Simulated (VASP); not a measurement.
The system is LiCl.

```
CELL_PARAMETERS angstrom
0.00000 2.62299 2.51109
2.62299 0.00000 2.51109
2.62299 2.62299 0.00000
ATOMIC_POSITIONS crystal
Li 0.00000 0.00000 0.00000
Cl 0.50000 0.50000 0.50000
```

This cell differs from its parent crystal: epitaxial xy strain +2.6%.

Program: VASP 6.6.1. Alike in all runs: task single point; potentials or basis VASP PAW PBE potentials, release 64 (Li_sv, Cl); no spin polarisation; cell as given; cutoff (eV) 520. Hardware: 1 thread of Intel(R) Xeon(R) Platinum 8259CL CPU @ 2.50GHz (Skylake/Cascade Lake), on a shared host.

Question: Order these runs on this cell by their wall time, lowest first.
A. level PBE; k mesh 8 × 8 × 8; smearing fermi-dirac 0.02 eV
B. level HSE06; k mesh 6 × 6 × 6; smearing gaussian 0.01 eV; grid for exact exchange (PRECFOCK) Normal; screening parameter 0.2079 1/Å
C. level r2SCAN; k mesh 8 × 8 × 8; smearing gaussian 0.01 eV

Answer: A (19 s), C (99 s), B (1000 s).
